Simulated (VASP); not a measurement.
A run of VASP 6.6.1 is set up as follows.

Contents of POSCAR:

```
NaH
1.0
    3.3191587698      0.0000000000      0.0000000000
   -1.6595793849      2.8744758138      0.0000000000
    0.0000000000      0.0000000000      5.8309537900
Na H
2 2
Direct
    0.0000000000      0.0000000000      0.0000000000
    0.0000000000      0.0000000000      0.5000000000
    0.3333333333      0.6666666667      0.2500000000
    0.6666666667      0.3333333333      0.7500000000
```

INCAR.step1

```
SYSTEM = NaH
ALGO = Normal
EDIFF = 1E-4
ENCUT = 520
GGA = PE
ISMEAR = -1
LASPH = .True.
LCHARG = .False.
LREAL = .False.
LWAVE = .True.
NBANDS = 16
NELM = 80
PREC = Accurate
SIGMA = 0.02
```

File INCAR.step2:

```
SYSTEM = NaH
ALGO = Normal
EDIFF = 1E-6
ENCUT = 520
ISIF = 2
ISMEAR = -1
ISTART = 1
LASPH = .True.
LCHARG = .False.
LMIXTAU = .True.
LREAL = .False.
LWAVE = .False.
METAGGA = R2SCAN
NBANDS = 16
NELM = 80
PREC = Accurate
SIGMA = 0.02
```

Contents of KPOINTS:

```
k-points
0
Gamma
  12 12 4
  0 0 0
```

Potentials or basis: VASP PAW PBE potentials, release 64 (Na_pv, H).

Run with:

```console
$ cat potpaw_PBE.64/Na_pv/POTCAR potpaw_PBE.64/H/POTCAR > POTCAR
$ cp INCAR.step1 INCAR
$ mpirun -np 1 vasp_std > vasp.out
$ cp INCAR.step2 INCAR
$ mpirun -np 1 vasp_std > vasp.out
```

What does it give for the pressure?

-0.2 GPa.

Predict the band gap on the k mesh.

4.02 eV (least direct gap 5.07 eV).

Stress tensor (GPa, compression positive):
```
-0.29  0.00  0.00
 0.00 -0.29  0.00
 0.00  0.00 -0.12
```

Caveat: the PAW data sets were made with another functional, which shifts forces and pressure a little. A k mesh can miss the band edges.
